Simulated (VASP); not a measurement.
# Bi (R-3m) in VASP: notebook, part 2 of 2

VASP 6.6.1. The steps go on from the part before.

### Step 5. Single point, LDA

File INCAR:

```
SYSTEM = Bi
ALGO     = Normal         ! electronic algorithm
EDIFF    = 1E-7           ! SCF threshold, eV
ENCUT    = 520            ! plane-wave cutoff, eV
ISIF     = 2              ! what is computed and relaxed
ISMEAR   = 0              ! smearing method
LASPH    = .TRUE.         ! aspherical terms in the spheres
LCHARG   = .FALSE.        ! write CHGCAR
LREAL    = .FALSE.        ! projectors in reciprocal space
LWAVE    = .FALSE.        ! write WAVECAR
NBANDS   = 22             ! bands
NELM     = 100            ! most SCF steps
PREC     = Accurate       ! precision mode
SIGMA    = 0.6            ! smearing width, eV
```

File KPOINTS:

```
k-points
0
G
  9 9 9
  0 0 0
```

File POSCAR:

```
Bi
1.0
    2.2451514826      1.2962388128      3.8388382945
   -2.2451514826      1.2962388128      3.8388382945
    0.0000000000     -2.5924776257      3.8388382945
Bi
2
Direct
    0.2371145469      0.2371145469      0.2371145469
    0.7628854531      0.7628854531      0.7628854531
```

Potentials or basis: VASP PAW LDA potentials, release 64 (Bi_d).

Run with:

```bash
> cat potpaw_LDA.64/Bi_d/POTCAR > POTCAR
> mpirun -np 1 vasp_std > vasp.out
```

OUTCAR:

```text
SYSTEM = Bi
   EDIFF = 1E-7
   ENCUT = 520
   ISIF = 2
   ISMEAR = 0
   LASPH = .TRUE.
   LREAL = .FALSE.
   NELM = 100
   PREC = Accurate

 ion  position               nearest neighbor table
   1  0.237  0.237  0.237-   2 3.06   2 3.06   2 3.06   2 3.41   2 3.41   2 3.41
   2  0.763  0.763  0.763-   1 3.06   1 3.06   1 3.06   1 3.41   1 3.41   1 3.41

  LATTYP: Found a trigonal (rhomboedric) cell.
 ALAT       =     4.6322370072
 COS(alpha) =     0.5301710765

  Lattice vectors:

 A1 = (   2.2451514826,   1.2962388128,   3.8388382945)
 A2 = (  -2.2451514826,   1.2962388128,   3.8388382945)
 A3 = (   0.0000000000,  -2.5924776257,   3.8388382945)

Analysis of symmetry for initial positions (statically):
=====================================================================
 Subroutine PRICEL returns:
 Original cell was already a primitive cell.

 Routine SETGRP: Setting up the symmetry group for a
 trigonal (rhombohedral) supercell.

 Subroutine GETGRP returns: Found 12 space group operations
 (whereof 12 operations were pure point group operations)
 out of a pool of 12 trial point group operations.

The static configuration has the point symmetry D_3d.

Analysis of symmetry for dynamics (positions and initial velocities):
=====================================================================
 Subroutine PRICEL returns:
 Original cell was already a primitive cell.

 Routine SETGRP: Setting up the symmetry group for a
 trigonal (rhombohedral) supercell.

 Subroutine GETGRP returns: Found 12 space group operations
 (whereof 12 operations were pure point group operations)
 out of a pool of 12 trial point group operations.

The dynamic configuration has the point symmetry D_3d.

 Subroutine INISYM returns: Found 12 space group operations
 (whereof 12 operations are pure point group operations),
 and found     1 'primitive' translations

[... 108 lines left out ...]
   EFERMI =   0.00;   METHOD = LEGACY
   ISMEAR =     0;   SIGMA  =   0.60  broadening in eV -4-tet -1-fermi 0-gaus
   EFERMI_NEDOS =   21; number of points for ismear=-14 and -15
   IALGO  =     38    algorithm
   IMIX   =      4    mixing-type and parameters
     AMIX     =   0.40;   BMIX     =  1.00
     AMIX_MAG =   1.60;   BMIX_MAG =  1.00
  volume/ion in A,a.u.               =      33.52       226.18
  Fermi-wavevector in a.u.,A,eV,Ry     =   1.252241  2.366393 21.335406  1.568108
  Thomas-Fermi vector in A             =   2.386151
   LORBIT       =      0    0 simple, 1 ext, 2 COOP (PROOUT), +10 PAW based schemes
   GGA     = CA    functional components
   LHFCALC =     F    Hartree Fock is set to
   AEXX    =    0.0000 exact exchange contribution
   IVDW    =     0    specifies the selected vdW correction
   LEPSILON=     F    determine dielectric tensor
   LRPA    =     F    only Hartree local field effects (RPA)
 non-spin polarized calculation
 Gauss-broadening in eV      SIGMA  =   0.60
  energy-cutoff  :      520.00
  volume of cell :       67.03
 maximum number of plane-waves:      1827
   NGX = 17   NGY = 17   NGZ = 17

 number of electron      30.0000008 magnetization

 Free energy of the ion-electron system (eV)
  ---------------------------------------------------
  ext. energy  EPLUGINS =         0.00000000
  ---------------------------------------------------
  free energy    TOTEN  =        -9.17554362 eV

  energy without entropy =       -9.04987864  energy(sigma->0) =       -9.11271113

 E-fermi :   6.6832     XC(G=0): -10.0335

 val. band max:        6.6394513816   @ k =   0.2222   0.2222   0.1111
 cond. band min:       6.9025174435   @ k =   0.4444   0.1111   0.1111
 fundamental gap:      0.2630660618
 Fermi energy:         6.6832162034

 k-point     1 :       0.0000    0.0000    0.0000
  band No.  band energies     occupation
      1     -16.3066      2.00000
      2     -16.3066      2.00000
      3     -16.1340      2.00000
      4     -16.1340      2.00000
      5     -16.1234      2.00000
      6     -15.9246      2.00000
[... 589 lines left out ...]
     21      16.5083      0.00000
     22      17.2052      0.00000

 [... further k-points ...]

------------------------ aborting loop because EDIFF is reached ----------------------------------------

  FORCE on cell =-STRESS in cart. coord.  units (eV):
  Direction    XX          YY          ZZ          XY          YZ          ZX
  --------------------------------------------------------------------------------------
  -------------------------------------------------------------------------------------
  Total        0.0960576      0.0960576      0.0635894      0.0000000     -0.0000000      0.0000000
  in kB        2.2959404      2.2959404      1.5198954      0.0000000     -0.0000000      0.0000000
  external PRESSURE =       2.0372587 kB  Pullay stress =       0.0000000 kB

 VOLUME and BASIS-vectors are now :
 -----------------------------------------------------------------------------
  energy-cutoff  :      520.00
  volume of cell :       67.03
      direct lattice vectors                 reciprocal lattice vectors
     2.245151483  1.296238813  3.838838294     0.222702122  0.128577130  0.086831825
    -2.245151483  1.296238813  3.838838294    -0.222702122  0.128577130  0.086831825
     0.000000000 -2.592477626  3.838838294     0.000000000 -0.257154260  0.086831825

 POSITION                                       TOTAL-FORCE (eV/Angst)
 -----------------------------------------------------------------------------------
      0.00000     -0.00000      2.73073         0.000000     -0.000000      0.139630
      0.00000     -0.00000      8.78578         0.000000      0.000000     -0.139630
 -----------------------------------------------------------------------------------
    total drift:                                0.000000      0.000000      0.000000

  FREE ENERGIE OF THE ION-ELECTRON SYSTEM (eV)
  ---------------------------------------------------
  free  energy   TOTEN  =        -9.1755436174 eV

  energy  without entropy=       -9.0498786406  energy(sigma->0) =       -9.11271113
```

Wall time 1.8 min (1 thread of Intel Xeon 8259CL, shared host); peak memory 0.23 GiB.

Results:

| Property | Result |
| --- | --- |
| Free energy | -9.1755 eV |
| Pressure | 0.2 GPa |
| Largest force | 0.140 eV/Å |
| Band gap on the k mesh | zero (bands 15 and 16 overlap by 0.03 eV) |

Forces in eV/Å, atoms in the order of the input:
```
Bi   0.000  0.000  0.140
Bi   0.000  0.000 -0.140
```

Stress tensor (GPa, compression positive):
```
0.23 0.00 0.00
0.00 0.23 0.00
0.00 0.00 0.15
```

Levels at points of the mesh, in eV from the Fermi level:
| k point | band 12 | band 13 | band 14 | band 15 | band 16 | band 17 | band 18 | band 19 |
| --- | --- | --- | --- | --- | --- | --- | --- | --- |
| (0.00, 0.00, 0.00) | -7.35 | -1.60 | -1.35 | -1.35 | 2.74 | 3.04 | 3.04 | 5.51 |

Caveat: so wide a smearing shifts energies and pressures; spin-orbit coupling is left out, which moves the levels of the heavy elements.

### Step 6. Overview

```csv
smearing,gap on the mesh (eV),pressure (GPa),largest force (eV/Å)
gaussian 0.1 eV,none,0.1,0.01
gaussian 0.2 eV,none,0.1,0.01
gaussian 0.3 eV,none,0.1,0.02
gaussian 0.6 eV,none,0.2,0.14
```

Alike in all rows: task single point; level LDA; potentials or basis VASP PAW LDA potentials, release 64 (Bi_d); no spin polarisation; cell as given; k mesh 9 × 9 × 9; cutoff (eV) 520.

Caveats: spin-orbit coupling is left out, which moves the levels of the heavy elements; so wide a smearing shifts energies and pressures (at least some runs).

Absolute energies hang on the potentials; compare differences alone.
